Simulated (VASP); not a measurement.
Set up this calculation in VASP 6.6.1, as the native input.

| Item | Value |
| --- | --- |
| Task | single point |
| Functional | LDA |
| Potentials or basis | VASP PAW LDA potentials, release 64 (Se) |
| Cutoff | 520 eV |
| k mesh | 13 × 13 × 13 |
| Occupations | fermi-dirac, width 0.1 eV |
| Spin | no spin polarisation |
| Dipole correction | no |
| Further INCAR settings | ALGO = Normal; EDIFF = 1e-06; NBANDS = 13 |

The structure of Se lies in POSCAR:

```
Se
1.0
    0.0000000000      2.4200596423      2.4200596423
    2.4200596423      0.0000000000      2.4200596423
    2.4200596423      2.4200596423      0.0000000000
Se
2
Direct
   -0.1250000000     -0.1250000000     -0.1250000000
    0.1250000000      0.1250000000      0.1250000000
```

This isn't the form of Se at room conditions, which is trigonal, of chains.

The input as run:

INCAR

```
  ALGO = Normal
  EDIFF = 1E-6
  ENCUT = 520
  ISIF = 2
  ISMEAR = -1
  LASPH = True
  LCHARG = False
  LREAL = False
  LWAVE = False
  NBANDS = 13
  NELM = 60
  PREC = Accurate
  SIGMA = 0.1
```

KPOINTS

```
k-points
0
Gamma
  13 13 13
```

Potentials or basis: VASP PAW LDA potentials, release 64 (Se).

Run with:

```console
$ cat potpaw_LDA.64/Se/POTCAR > POTCAR
$ mpirun -np 1 vasp_std > vasp.out
```

Results of the run:

| Property | Result |
| --- | --- |
| Pressure | 142.8 GPa |
| Band gap on the k mesh | zero (bands 6 and 7 overlap by 4.43 eV) |

Caveat: the cell stands under pressure.

It took 38 s on 1 thread of Intel Xeon 8259CL (shared host), peak memory 0.15 GiB.
